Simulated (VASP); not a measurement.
Wanted: the native input for a VASP 6.6.1 run.

```
Task                   : single point
Functional             : PBE
Potentials or basis    : VASP PAW PBE potentials, release 64 (K_sv)
Cutoff                 : 520 eV
k mesh                 : 8 × 8 × 8
Occupations            : gaussian, width 0.05 eV
Spin                   : no spin polarisation
Dipole correction      : no
Further INCAR settings : ALGO = Fast; EDIFF = 1e-07; NBANDS = 16
```

The structure of K lies in POSCAR:

```
K
1.0
    0.0000000000     -4.4162180942      0.0000000000
    4.4162180942      0.0000000000      0.0000000000
   -2.2081090471      2.2081090471      8.0458679461
K
2
Direct
    0.2500000000      0.7500000000      0.5000000000
    0.5062143700      0.5062143700      0.0124287399
```

These files were run (other wordings do the same):

INCAR

```
  PREC = Accurate
  ENCUT = 520
  EDIFF = 1E-7
  ISMEAR = 0
  SIGMA = 0.05
  LREAL = False
  LASPH = True
  NELM = 60
  ALGO = Fast
  ISIF = 2
  LWAVE = False
  LCHARG = True
  GGA = PE
  LELF = True
  LVHAR = True
  NBANDS = 16
```

KPOINTS

```
regular mesh
0
Gamma
  8 8 8
```

Potentials or basis: VASP PAW PBE potentials, release 64 (K_sv).

Launch:

```bash
$ cat potpaw_PBE.64/K_sv/POTCAR > POTCAR
$ mpirun -np 1 vasp_std > vasp.out
```

It gave:

| Property | Result |
| --- | --- |
| Pressure | -0.1 GPa |
| Largest force | 0.040 eV/Å |
| Band gap on the k mesh | zero (bands 9 and 10 overlap by 2.73 eV) |

It took 5.3 min on 1 thread of AMD EPYC 7R43 64-Core Processor (Zen 3), on a shared host, peak memory 0.35 GiB.
